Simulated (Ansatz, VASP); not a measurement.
## One calculation of Be, two programs

```
Be
1.0
    -1.75217    1.75217    1.75217
     1.75217   -1.75217    1.75217
     1.75217    1.75217   -1.75217
Be
1
Direct
  0.00000 0.00000 0.00000
```

Alike in both runs: task single point; functional PBE; k mesh 16 × 16 × 16; occupations gaussian, width 0.1 eV; no spin polarisation.

|  | VASP | Ansatz |
| --- | --- | --- |
| version | VASP 6.6.1 | Ansatz 0.2.0 |
| potentials or method | VASP PAW PBE potentials, release 64 (Be), cutoff 600 eV | scalar-relativistic, plane waves, PAW |
| valence electrons in the cell | 2 | 2 |

Ansatz gave:

| Quantity | Value |
| --- | --- |
| gap on the k mesh at the Fermi level (eV) | none |
| pressure (GPa) | -19.4 |

Question: Which values does VASP return?

Answer: gap on the k mesh at the Fermi level (eV): none; pressure (GPa): -19.5.

A gap of «none» marks a metal or a gap that the smearing closes. With one functional, cell and mesh, what is left measures potentials, basis and numerics.
